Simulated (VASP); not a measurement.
# WCl2F2 (I4/mmm) in VASP: further runs, part 2 of 2

VASP 6.6.1. The steps go on from the part before.

## 3. Single point, PBE

This run uses another cell than the first one, of 17.42 Å³/atom.

INCAR reads:

```
SYSTEM = WCl2F2
ALGO = Normal ; EDIFF = 1E-7
ENCUT = 520 ; GGA = PE
ISIF = 2 ; ISMEAR = 0
LASPH = .True. ; LCHARG = .True.
LELF = .True. ; LREAL = .False.
LVHAR = .True. ; LWAVE = .False.
NBANDS = 29 ; NELM = 80
PREC = Accurate ; SIGMA = 0.1
```

KPOINTS reads:

```
k-points
0
Gamma
  10 10 10
  0 0 0
```

POSCAR reads:

```
WCl2F2
1.0
   -2.6800005170      2.6800005170      3.0309460899
    2.6800005170     -2.6800005170      3.0309460899
    2.6800005170      2.6800005170     -3.0309460899
W Cl F
1 2 2
Direct
    0.0000000000      0.0000000000      0.0000000000
    0.7500000000      0.2500000000      0.5000000000
    0.2500000000      0.7500000000      0.5000000000
    0.3014134675      0.3014134675      0.0000000000
    0.6985865325      0.6985865325      0.0000000000
```

Potentials or basis: VASP PAW PBE potentials, release 64 (W_sv, Cl, F).

Command:

```bash
cat potpaw_PBE.64/W_sv/POTCAR potpaw_PBE.64/Cl/POTCAR potpaw_PBE.64/F/POTCAR > POTCAR
mpirun -np 1 vasp_std > vasp.out
```

OUTCAR:

```text
SYSTEM = WCl2F2
   EDIFF = 1E-7
   ENCUT = 520
   GGA = PE
   ISIF = 2
   ISMEAR = 0
   LASPH = .True.
   LREAL = .False.
   NELM = 80
   PREC = Accurate

 ion  position               nearest neighbor table
   1  0.000  0.000  0.000-   4 1.83   5 1.83   2 3.08   3 3.08   2 3.08   3 3.08   2 3.08   3 3.08
                             2 3.08   3 3.08
   2  0.750  0.250  0.500-   1 3.08   1 3.08   1 3.08   1 3.08
   3  0.250  0.750  0.500-   1 3.08   1 3.08   1 3.08   1 3.08
[... 974 lines left out ...]
  --------------------------------------------------------------------------------------
  -------------------------------------------------------------------------------------
  Total       -0.0914740     -0.0914740      1.5179483      0.0000000     -0.0000000      0.0000000
  in kB       -1.6830636     -1.6830636     27.9292713      0.0000000     -0.0000000      0.0000000
  external PRESSURE =       8.1877147 kB  Pullay stress =       0.0000000 kB

 VOLUME and BASIS-vectors are now :
 -----------------------------------------------------------------------------
  energy-cutoff  :      520.00
  volume of cell :       87.08
      direct lattice vectors                 reciprocal lattice vectors
    -2.680000517  2.680000517  3.030946090     0.000000000  0.186567128  0.164964993
     2.680000517 -2.680000517  3.030946090     0.186567128  0.000000000  0.164964993
     2.680000517  2.680000517 -3.030946090     0.186567128  0.186567128  0.000000000

 POSITION                                       TOTAL-FORCE (eV/Angst)
 -----------------------------------------------------------------------------------
      0.00000      0.00000      0.00000         0.000000      0.000000     -0.000000
      0.00000      2.68000      1.51547         0.000000      0.000000     -0.000000
      2.68000      0.00000      1.51547         0.000000      0.000000      0.000000
      0.00000      0.00000      1.82714         0.000000      0.000000      0.444234
      0.00000      0.00000      4.23476        -0.000000     -0.000000     -0.444234
 -----------------------------------------------------------------------------------
    total drift:                               -0.000000      0.000000     -0.000000

  FREE ENERGIE OF THE ION-ELECTRON SYSTEM (eV)
  ---------------------------------------------------
  free  energy   TOTEN  =       -22.9785564283 eV

  energy  without entropy=      -22.9773452976  energy(sigma->0) =      -22.97795086
```

stdout:

```text
POSCAR found type information on POSCAR W ClF
 POSCAR found :  3 types and       5 ions
 scaLAPACK will be used
 LDA part: xc-table for (Slater+PW92), standard interpolation
 POSCAR, INCAR and KPOINTS ok, starting setup
 FFT: planning ... GRIDC
 FFT: planning ... GRID_SOFT
 FFT: planning ... GRID
 WAVECAR not read
 entering main loop
```

It took 4.7 min on 1 thread of Intel Xeon 8259CL, shared host; peak memory 0.37 GiB.

Results:

| Item | Value |
| --- | --- |
| Free energy | -22.9786 eV |
| Pressure | 0.8 GPa |
| Largest force | 0.444 eV/Å |
| Band gap on the k mesh | 0.06 eV (least direct gap 0.28 eV) |

Forces in eV/Å, atoms in the order of the input:
```
W    0.000  0.000  0.000
Cl   0.000  0.000  0.000
Cl   0.000  0.000  0.000
F    0.000  0.000  0.444
F    0.000  0.000 -0.444
```

Caveat: the smearing spreads over this small gap; spin-orbit coupling is left out, which moves the levels of the heavy elements. A k mesh can miss the band edges.

## 4. Single point, PBE, collinear spin

This run uses another cell than the first one, of 18.53 Å³/atom.

INCAR reads:

```
SYSTEM = WCl2F2
PREC = Accurate ; ENCUT = 520
EDIFF = 1E-6 ; ISMEAR = 0
SIGMA = 0.1 ; LREAL = .False.
LASPH = .True. ; NELM = 150
ALGO = Normal ; ISIF = 2
LWAVE = .False. ; LCHARG = .False.
ISPIN = 2 ; MAGMOM = 3.52 -0.55 -0.55 -0.37 -0.37
LORBIT = 11 ; LMAXMIX = 4
GGA = PE ; NBANDS = 33
```

KPOINTS reads:

```
Automatic mesh
0
Gamma
  6 6 6
  0 0 0
```

POSCAR reads:

```
WCl2F2
1.0
   -2.1525049200      2.1525049200      5.0004188400
    2.1525049200     -2.1525049200      5.0004188400
    2.1525049200      2.1525049200     -5.0004188400
W Cl F
1 2 2
Direct
    0.0000000000      0.0000000000      0.0000000000
    0.7500000000      0.2500000000      0.5000000000
    0.2500000000      0.7500000000      0.5000000000
    0.3899999900      0.3899999900      0.0000000000
    0.6100000100      0.6100000100      0.0000000000
```

Command:

```bash
cat potpaw_PBE.64/W_sv/POTCAR potpaw_PBE.64/Cl/POTCAR potpaw_PBE.64/F/POTCAR > POTCAR
mpirun -np 1 vasp_std > vasp.out
```

Wall time 14 min (1 thread of Intel Xeon 8259CL, shared host); peak memory 0.48 GiB.

It converged, with:

```yaml
Free_energy: -15.1167 eV
Pressure: -5.8 GPa
Largest_force: 0.667 eV/Å
Band_gap_on_the_k_mesh: zero (filled and empty bands overlap)
Net_moment: 2.00 μB per cell
Site_moments: W +2.99; Cl -0.48; F -0.31 μB
Valence_electrons_inside_the_program's_atomic_spheres: W 11.33; Cl 4.92; F 5.96
```

Forces in eV/Å, atoms in the order of the input:
```
W    0.000  0.000  0.000
Cl   0.000  0.000  0.000
Cl   0.000  0.000  0.000
F    0.000  0.000  0.667
F    0.000  0.000 -0.667
```

Stress tensor (GPa, compression positive):
```
 -2.75   0.00   0.00
  0.00  -2.75   0.00
  0.00   0.00 -11.97
```

Levels at points of the mesh, in eV from the Fermi level:
Spin up:
```tsv
k point	band 20	band 21	band 22	band 23	band 24	band 25
(0.00, 0.00, 0.00)	-0.50	-0.48	0.03	0.03	0.06	0.06
(0.50, 0.00, 0.00)	-0.54	-0.45	-0.15	0.09	0.38	0.71
(0.50, 0.50, 0.00)	-0.25	-0.24	0.13	0.18	0.41	0.70
(0.50, 0.50, 0.50)	-0.89	-0.89	-0.49	-0.43	0.91	0.91
```
Spin down:
| k point | band 18 | band 19 | band 20 | band 21 | band 22 | band 23 |
| --- | --- | --- | --- | --- | --- | --- |
| (0.00, 0.00, 0.00) | -1.01 | -0.58 | -0.58 | 0.89 | 1.83 | 2.05 |
| (0.50, 0.00, 0.00) | -1.19 | -0.98 | -0.72 | 1.57 | 1.98 | 2.07 |
| (0.50, 0.50, 0.00) | -0.73 | -0.55 | -0.51 | 1.76 | 1.76 | 2.32 |
| (0.50, 0.50, 0.50) | -1.30 | -0.70 | -0.70 | 1.30 | 1.50 | 2.04 |

Caveat: the stress differs along the axes, from -12 to -3 GPa; spin-orbit coupling is left out, which moves the levels of the heavy elements.

## 5. The runs side by side

| spin | cell | k mesh | gap on the mesh (eV) | pressure (GPa) | moment (μB) | largest force (eV/Å) |
| --- | --- | --- | --- | --- | --- | --- |
| collinear, zero start | a = 4.849 Å, angles 113.0, 113.0, 102.7°, 5 atoms, atomic positions A | 6 × 6 × 6 | 0.09 | 1.0 | 0.00 | 0.47 |
| off | a = 4.853 Å, angles 113.0, 113.0, 102.7°, 5 atoms, atomic positions B | 10 × 10 × 10 | 0.06 | 0.8 | - | 0.44 |
| collinear | a = 5.854 Å, angles 136.9, 136.9, 62.7°, 5 atoms, atomic positions C | 6 × 6 × 6 | none | -5.8 | 2.00 | 0.67 |

Alike in all rows: task single point; level PBE; potentials or basis VASP PAW PBE potentials, release 64 (W_sv, Cl, F); cutoff (eV) 520; smearing gaussian 0.1 eV.

Caveats: spin-orbit coupling is left out, which moves the levels of the heavy elements; the smearing spreads over this small gap (at least some runs); the stress differs along the axes, from -12 to -3 GPa (at least some runs).

Total energies depend on the potentials used, so only differences within one code and one set of settings carry meaning.
